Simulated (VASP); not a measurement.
# Al2BN3 (Cm) in VASP: single point with PBE

Aim: the single point of Al2BN3 with PBE.

Everything below comes from runs of VASP 6.6.1. Logs are shortened: lines on timing, memory, paths and dates and some standing lists are left out, and cuts for length are marked.

## (1) The cell of the first run

Symmetry: Cm, No. 8, monoclinic system. The conventional cell has a = 5.071 Å, b = 8.665 Å, c = 3.113 Å, α = 90.00°, β = 121.62°, γ = 90.00°. Al (site symmetry 1) has 4 N at 1.85 to 1.97 Å within 2.4 Å. B (site symmetry m) has 3 N at 1.42 to 1.53 Å within 1.9 Å. N (site symmetry 1) has 1 B at 1.53 Å and 3 Al at 1.90 to 1.97 Å within 2.0 Å. N (site symmetry m) has 1 B at 1.42 Å and 2 Al at 1.85 Å within 1.9 Å.

## (2) Single point, PBE

Contents of POSCAR:

```
Al2BN3
1.0
    2.5356313858     -4.3324766492     -0.0003680582
    2.5356313858      4.3324766492     -0.0003680582
   -1.6317161908      0.0000000000      2.6509477273
Al B N
2 1 3
Direct
    0.0486541409      0.3788022028      0.1415485460
    0.3788022028      0.0486541409      0.1415485460
    0.6593347514      0.6593347514      0.9566853833
    0.3300774635      0.6310013251      0.8798593526
    0.9494291563      0.9494291563      0.9923959397
    0.6310013251      0.3300774635      0.8798593526
```

Contents of INCAR.step1:

```
ALGO = Normal
EDIFF = 1E-6
ENCUT = 520
GGA = PE
ISIF = 2
ISMEAR = 0
LASPH = T
LCHARG = T
LREAL = F
LWAVE = F
NBANDS = 21
NELM = 100
PREC = Accurate
SIGMA = 0.02
```

Contents of KPOINTS.step1:

```
k-points
0
Gamma
  6 6 8
```

Contents of INCAR.step2:

```
ALGO = Normal
EDIFF = 1E-6
ENCUT = 520
GGA = PE
ICHARG = 11
ISIF = 2
ISMEAR = -5
LASPH = T
LCHARG = F
LORBIT = 11
LREAL = F
LWAVE = F
NEDOS = 1001
NELM = 100
PREC = Accurate
SIGMA = 0.02
```

Contents of KPOINTS.step2:

```
k-points
0
Gamma
  9 9 12
```

Potentials or basis: VASP PAW PBE potentials, release 64 (Al, B, N).

The run is started by

```bash
> cat potpaw_PBE.64/Al/POTCAR potpaw_PBE.64/B/POTCAR potpaw_PBE.64/N/POTCAR > POTCAR
> cp INCAR.step1 INCAR
> cp KPOINTS.step1 KPOINTS
> mpirun -np 1 vasp_std > vasp.out
> cp INCAR.step2 INCAR
> cp KPOINTS.step2 KPOINTS
> mpirun -np 1 vasp_std > vasp.out
```

OUTCAR:

```text
EDIFF = 1E-6
   ENCUT = 520
   GGA = PE
   ICHARG = 11
   ISIF = 2
   ISMEAR = -5
   LASPH = T
   LORBIT = 11
   LREAL = F
   NELM = 100
   PREC = Accurate

 ion  position               nearest neighbor table
   1  0.049  0.379  0.142-   5 1.85   6 1.90   4 1.91   4 1.97   3 2.75   2 2.86   2 2.93   2 2.93
                             2 3.16   2 3.16
   2  0.379  0.049  0.142-   5 1.85   4 1.90   6 1.91   6 1.97   3 2.75   1 2.86   1 2.93   1 2.93
                             1 3.16   1 3.16
   3  0.659  0.659  0.957-   5 1.42   4 1.53   6 1.53   2 2.75   1 2.75
   4  0.330  0.631  0.880-   3 1.53   2 1.90   1 1.91   1 1.97
   5  0.949  0.949  0.992-   3 1.42   2 1.85   1 1.85
   6  0.631  0.330  0.880-   3 1.53   1 1.90   2 1.91   2 1.97

  LATTYP: Found a base centered monoclinic cell.
 ALAT       =     5.0712628250
 B/A-ratio  =     1.7086381829
 C/A-ratio  =     0.6138273753
 COS(beta)  =    -0.5243057866

  Lattice vectors:

 A1 = (   2.5356313858,  -4.3324766492,  -0.0003680582)
 A2 = (   2.5356313858,   4.3324766492,  -0.0003680582)
 A3 = (  -1.6317161908,   0.0000000000,   2.6509477273)

Analysis of symmetry for initial positions (statically):
=====================================================================
 Subroutine PRICEL returns:
 Original cell was already a primitive cell.

 Routine SETGRP: Setting up the symmetry group for a
 base centered monoclinic supercell.

 Subroutine GETGRP returns: Found  2 space group operations
 (whereof  2 operations were pure point group operations)
 out of a pool of  4 trial point group operations.

The static configuration has the point symmetry C_1h.

Analysis of symmetry for dynamics (positions and initial velocities):
=====================================================================
 Subroutine PRICEL returns:
 Original cell was already a primitive cell.

 Routine SETGRP: Setting up the symmetry group for a
 base centered monoclinic supercell.

 Subroutine GETGRP returns: Found  2 space group operations
 (whereof  2 operations were pure point group operations)
 out of a pool of  4 trial point group operations.

The dynamic configuration has the point symmetry C_1h.

 Subroutine INISYM returns: Found  2 space group operations
 (whereof  2 operations are pure point group operations),
 and found     1 'primitive' translations

----------------------------------------------------------------------------------------

                                     Primitive cell

  volume of cell :      58.2391

  direct lattice vectors                    reciprocal lattice vectors
     2.535631386 -4.332476649 -0.000368058     0.197207165 -0.115407431  0.121385315
     2.535631386  4.332476649 -0.000368058     0.197207165  0.115407431  0.121385315
    -1.631716191  0.000000000  2.650947727     0.000054761  0.000000000  0.377257289

  length of vectors
     5.019938304  5.019938304  3.112879950     0.258735262  0.258735262  0.377257293

  position of ions in fractional coordinates (direct lattice)
     0.048654141  0.378802203  0.141548546
     0.378802203  0.048654141  0.141548546
     0.659334751  0.659334751  0.956685383
     0.330077463  0.631001325  0.879859353
     0.949429156  0.949429156  0.992395940
     0.631001325  0.330077463  0.879859353

  ion indices of the primitive-cell ions
   primitive index   ion index
                 1           1
                 2           2
                 3           3
                 4           4
                 5           5
                 6           6

----------------------------------------------------------------------------------------

 KPOINTS: k-points

Automatic generation of k-mesh.
 Grid dimensions read from file:
 generate k-points for:    9    9   12

 Generating k-lattice:

  Cartesian coordinates                     Fractional coordinates (reciprocal lattice)
     0.021911907 -0.012823048  0.013487257     0.111111111  0.000000000 -0.000000000
     0.021911907  0.012823048  0.013487257     0.000000000  0.111111111 -0.000000000
     0.000004563  0.000000000  0.031438107     0.000000000  0.000000000  0.083333333

  Length of vectors
     0.028748362  0.028748362  0.031438108

  Shift w.r.t. Gamma in fractional coordinates (k-lattice)
     0.000000000  0.000000000  0.000000000

 TETIRR: Found   1458 inequivalent tetrahedra from     5832

 Subroutine IBZKPT returns following result:
 ===========================================

 Found    275 irreducible k-points:

 Following reciprocal coordinates:
            Coordinates               Weight
  0.000000  0.000000  0.000000      1.000000
  0.111111 -0.000000  0.000000      4.000000
  0.222222 -0.000000 -0.000000      4.000000
  0.333333  0.000000 -0.000000      4.000000
  0.444444 -0.000000 -0.000000      4.000000
  0.111111  0.111111 -0.000000      2.000000
[... 16 lines left out ...]
 -0.333333  0.333333  0.000000      2.000000
  0.444444  0.444444 -0.000000      2.000000
 [... further k-points ...]
   k-points           NKPTS =    275   k-points in BZ     NKDIM =    275   number of bands    NBANDS=     16
   number of dos      NEDOS =   1001   number of ions     NIONS =      6
   total plane-waves  NPLWV =  38400
   dimension x,y,z NGX =    40 NGY =   40 NGZ =   24
   dimension x,y,z NGXF=    80 NGYF=   80 NGZF=   48
   ions per type =               2   1   3
   NGX,Y,Z   is equivalent  to a cutoff of  13.25, 13.25, 12.82 a.u.
   NGXF,Y,Z  is equivalent  to a cutoff of  26.49, 26.49, 25.63 a.u.
 SYSTEM =  unknown system
   PREC   = accura    normal or accurate (medium, high low for compatibility)
   ISTART =      0    job   : 0-new  1-cont  2-samecut
   ICHARG =     11    charge: 1-file 2-atom 10-const
   ISPIN  =      1    spin polarized calculation?
   LNONCOLLINEAR =      F non collinear calculations
   LSORBIT =      F    spin-orbit coupling
   LASPH  =      T    aspherical Exc in radial PAW
   ENCUT  =  520.0 eV  38.22 Ry    6.18 a.u.   9.33  9.33  5.79*2*pi/ulx,y,z
   NELM   =    100;   NELMIN=  2; NELMDL=  0     # of ELM steps
   EDIFF  = 0.1E-05   stopping-criterion for ELM
   LREAL  =      F    real-space projection
   EDIFFG = 0.1E-04   stopping-criterion for IOM
   NSW    =      0    number of steps for IOM
   IBRION =     -1    ionic relax: 0-MD 1-quasi-New 2-CG
   NFREE  =      0    steps in history (QN), initial steepest desc. (CG)
   ISIF   =      2    stress and relaxation
   ISYM   =      2    0-nonsym 1-usesym 2-fastsym
   POTIM  = 0.5000    time-step for ionic-motion
   TEBEG  =    0.0;   TEEND  =   0.0 temperature during run
   PSTRESS=    0.0 pullay stress
   NELECT =      24.0000    total number of electrons
   NUPDOWN=      -1.0000    fix difference up-down
   EMIN   =  10.00;   EMAX   =-10.00  energy-range for DOS
   EFERMI =   0.00;   METHOD = LEGACY
   ISMEAR =    -5;   SIGMA  =   0.02  broadening in eV -4-tet -1-fermi 0-gaus
   EFERMI_NEDOS =   21; number of points for ismear=-14 and -15
   IALGO  =     38    algorithm
   IMIX   =      4    mixing-type and parameters
     AMIX     =   0.40;   BMIX     =  1.00
     AMIX_MAG =   1.60;   BMIX_MAG =  1.00
  volume/ion in A,a.u.               =       9.71        65.50
  Fermi-wavevector in a.u.,A,eV,Ry     =   1.218261  2.302179 20.193221  1.484160
  Thomas-Fermi vector in A             =   2.353553
   LORBIT       =     11    0 simple, 1 ext, 2 COOP (PROOUT), +10 PAW based schemes
   GGA     = PE    functional components
   LHFCALC =     F    Hartree Fock is set to
   AEXX    =    0.0000 exact exchange contribution
   IVDW    =     0    specifies the selected vdW correction
   LEPSILON=     F    determine dielectric tensor
   LRPA    =     F    only Hartree local field effects (RPA)
 non-spin polarized calculation
 Fermi weights with tetrahedron method with Bloechl corrections
  energy-cutoff  :      520.00
  volume of cell :       58.24
 maximum number of plane-waves:      1588
 NGX is ok and might be reduce to    40

 number of electron      24.0000002 magnetization

 Free energy of the ion-electron system (eV)
  ---------------------------------------------------
  ext. energy  EPLUGINS =         0.00000000
  ---------------------------------------------------
  free energy    TOTEN  =       -46.00752042 eV

  energy without entropy =      -46.00752042  energy(sigma->0) =      -46.00752042

 E-fermi :   6.0946     XC(G=0): -10.9206

 val. band max:        6.0786313105   @ k =   0.4444  -0.0000  -0.0000
 cond. band min:       8.9484615205   @ k =   0.4444  -0.0000   0.5000
 fundamental gap:      2.8698302101
 Fermi energy:         6.0946394279

 k-point     1 :       0.0000    0.0000    0.0000
  band No.  band energies     occupation
      1     -10.6723      2.00000
      2      -7.9084      2.00000
      3      -7.3355      2.00000
      4      -1.2680      2.00000
      5       0.0459      2.00000
      6       0.5292      2.00000
[... 8 lines left out ...]
     15      11.6526      0.00000
     16      13.9558      0.00000

 k-point     2 :       0.1111   -0.0000    0.0000
  band No.  band energies     occupation
      1     -10.6012      2.00000
      2      -7.9664      2.00000
      3      -7.4182      2.00000
      4      -1.3252      2.00000
      5       0.1012      2.00000
      6       0.4215      2.00000
[... 8 lines left out ...]
     15      11.8171      0.00000
     16      13.8654      0.00000
[... 387 lines left out ...]
      5      -0.0484      2.00000
      6       1.4149      2.00000
[... 8 lines left out ...]
     15      12.2188      0.00000
     16      13.1278      0.00000

 k-point    24 :       0.4444    0.4444   -0.0000
  band No.  band energies     occupation
      1      -9.7608      2.00000
      2      -9.1677      2.00000
      3      -7.6269      2.00000
      4      -0.7671      2.00000
      5       0.5243      2.00000
      6       1.0757      2.00000
[... 8 lines left out ...]
     15      12.1444      0.00000
     16      12.5911      0.00000

 [... further k-points ...]

------------------------ aborting loop because EDIFF is reached ----------------------------------------

  FORCE on cell =-STRESS in cart. coord.  units (eV):
  Direction    XX          YY          ZZ          XY          YZ          ZX
  --------------------------------------------------------------------------------------
  -------------------------------------------------------------------------------------
  Total       -0.0545058     -0.0225492     -0.1038113      0.0000000      0.0000000      0.0064092
  in kB       -1.4994734     -0.6203349     -2.8558846      0.0000000      0.0000000      0.1763184
  external PRESSURE =      -1.6585643 kB  Pullay stress =       0.0000000 kB

 VOLUME and BASIS-vectors are now :
 -----------------------------------------------------------------------------
  energy-cutoff  :      520.00
  volume of cell :       58.24
      direct lattice vectors                 reciprocal lattice vectors
     2.535631386 -4.332476649 -0.000368058     0.197207165 -0.115407431  0.121385315
     2.535631386  4.332476649 -0.000368058     0.197207165  0.115407431  0.121385315
    -1.631716191  0.000000000  2.650947727     0.000054761  0.000000000  0.377257289

 POSITION                                       TOTAL-FORCE (eV/Angst)
 -----------------------------------------------------------------------------------
      0.85290      1.43036      0.37508         0.002249      0.001240      0.000600
      0.85290     -1.43036      0.37508         0.002249     -0.001240      0.000600
      1.78262      0.00000      2.53564         0.004586      0.000000      0.001752
      1.00126      1.30375      2.33211        -0.012990      0.022341     -0.002631
      3.19550      0.00000      2.63009         0.016896      0.000000      0.002309
      1.00126     -1.30375      2.33211        -0.012990     -0.022341     -0.002631
 -----------------------------------------------------------------------------------
    total drift:                               -0.000565      0.000000      0.000773

  FREE ENERGIE OF THE ION-ELECTRON SYSTEM (eV)
  ---------------------------------------------------
  free  energy   TOTEN  =       -46.0075204199 eV

  energy  without entropy=      -46.0075204199  energy(sigma->0) =      -46.00752042

 total charge

# of ion       s       p       d       tot
------------------------------------------
    1        0.373   0.438   0.000   0.811
    2        0.373   0.438   0.000   0.811
    3        0.703   1.293   0.000   1.996
    4        1.219   2.651   0.000   3.871
    5        1.229   2.682   0.000   3.911
    6        1.219   2.651   0.000   3.871
--------------------------------------------------
tot          5.117  10.154   0.000  15.271
```

Run time: 2.9 min. Hardware: 1 thread of Intel Xeon Platinum 8124M at 3.00GHz (Skylake/Cascade Lake), shared host; peak memory 0.36 GiB.

What came out:

```yaml
Valence_electrons_inside_the_program's_atomic_spheres: Al 0.81; B 2.00; N 3.87, 3.91 (each value once)
```

Levels at points of the mesh, in eV from the valence-band top:
| k point | band 8 | band 9 | band 10 | band 11 | band 12 | band 13 | band 14 | band 15 | band 16 |
| --- | --- | --- | --- | --- | --- | --- | --- | --- | --- |
| (0.00, 0.00, 0.00) | -2.51 | -2.04 | -1.25 | -0.92 | -0.25 | 3.70 | 4.81 | 5.57 | 7.88 |
| (0.00, 0.00, 0.50) | -4.11 | -2.64 | -2.05 | -1.44 | -1.03 | 3.44 | 6.40 | 7.16 | 7.96 |
